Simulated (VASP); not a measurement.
Wanted: the native input for a VASP 6.6.1 run.

| Item | Value |
| --- | --- |
| Task | single point |
| Functional | PBE |
| Potentials or basis | VASP PAW PBE potentials, release 64 (Rb_sv, Na_pv, Te) |
| Cutoff | 520 eV |
| k mesh | 8 × 8 × 8 |
| Occupations | gaussian, width 0.1 eV |
| Spin | no spin polarisation |
| Dipole correction | no |
| Further INCAR settings | ALGO = Fast; EDIFF = 1e-06; NBANDS = 30 |

The structure of RbNa3Te2 lies in POSCAR:

```
RbNa3Te2
1.0
   -3.6362661178      3.6362661178      5.9733840345
    3.6362661178     -3.6362661178      5.9733840345
    3.6362661178      3.6362661178     -5.9733840345
Rb Na Te
1 3 2
Direct
    0.5000000000      0.5000000000      0.0000000000
    0.5000000000      0.0000000000      0.5000000000
    0.0000000000      0.5000000000      0.5000000000
    0.0000000000      0.0000000000      0.0000000000
    0.2241853011      0.2241853011      0.0000000000
    0.7758146989      0.7758146989      0.0000000000
```

The cell was built from a structure type or drawn by symmetry, and may not be a known phase.

These files were run (other wordings do the same):

INCAR

```
SYSTEM = RbNa3Te2
PREC = Accurate
ENCUT = 520
EDIFF = 1E-6
ISMEAR = 0
SIGMA = 0.1
LREAL = .False.
LASPH = .True.
NELM = 100
ALGO = Fast
ISIF = 2
LWAVE = .False.
LCHARG = .False.
GGA = PE
NBANDS = 30
```

KPOINTS

```
regular mesh
0
Gamma
  8 8 8
  0 0 0
```

Potentials or basis: VASP PAW PBE potentials, release 64 (Rb_sv, Na_pv, Te).

Command:

```sh
$ cat potpaw_PBE.64/Rb_sv/POTCAR potpaw_PBE.64/Na_pv/POTCAR potpaw_PBE.64/Te/POTCAR > POTCAR
$ mpirun -np 1 vasp_std > vasp.out
```

Results of the run:

```yaml
Pressure: 0.0 GPa
Largest_force: 0.008 eV/Å
Band_gap_on_the_k_mesh: zero (bands 21 and 22 overlap by 0.20 eV)
```

Caveat: spin-orbit coupling is left out, which moves the levels of the heavy elements.

Run time: 10 min on 1 thread of Intel(R) Xeon(R) 6975P-C (Granite Rapids), on a shared host, peak memory 0.82 GiB.
